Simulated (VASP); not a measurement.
Here is a VASP 6.6.1 calculation.

File POSCAR:

```
Si
1.0
    2.6787827946      0.0000000000      0.0000000000
   -1.3393913973      2.3198939513      0.0000000000
    0.0000000000      0.0000000000      4.6214548986
Si
2
Direct
    0.3333333333      0.6666666667      0.2500000000
    0.6666666667      0.3333333333      0.7500000000
```

The input INCAR.step1:

```
SYSTEM = Si
  PREC = Accurate
  ENCUT = 520
  ISMEAR = 0
  SIGMA = 0.15
  LREAL = .FALSE.
  LASPH = .TRUE.
  NELM = 60
  NBANDS = 11
  GGA = PE
  ALGO = Normal
  EDIFF = 1E-4
  LWAVE = .TRUE.
  LCHARG = .FALSE.
```

The input INCAR.step2:

```
SYSTEM = Si
  PREC = Accurate
  ENCUT = 520
  EDIFF = 1E-6
  ISMEAR = 0
  SIGMA = 0.15
  LREAL = .FALSE.
  LASPH = .TRUE.
  NELM = 60
  ALGO = Normal
  ISIF = 2
  LWAVE = .FALSE.
  LCHARG = .FALSE.
  METAGGA = R2SCAN
  LMIXTAU = .TRUE.
  NBANDS = 11
  ISTART = 1
```

The input KPOINTS:

```
Automatic mesh
0
G
  24 24 14
  0 0 0
```

Potentials or basis: VASP PAW PBE potentials, release 64 (Si).

The run is started by

```bash
$ cat potpaw_PBE.64/Si/POTCAR > POTCAR
$ cp INCAR.step1 INCAR
$ mpirun -np 1 vasp_std > vasp.out
$ cp INCAR.step2 INCAR
$ mpirun -np 1 vasp_std > vasp.out
```

What does it give for the pressure?

-3.7 GPa.

Predict the band gap on the k mesh.

zero (bands 4 and 5 overlap by 13.72 eV).

Stress tensor (GPa, compression positive):
```
-3.53  0.00  0.00
 0.00 -3.53  0.00
 0.00  0.00 -3.90
```

Caveat: the cell differs from its parent crystal (strain +0.015 along x and y, +0.015 along z); the cell stands under tension; the PAW data sets were made with another functional, which shifts forces and pressure a little.
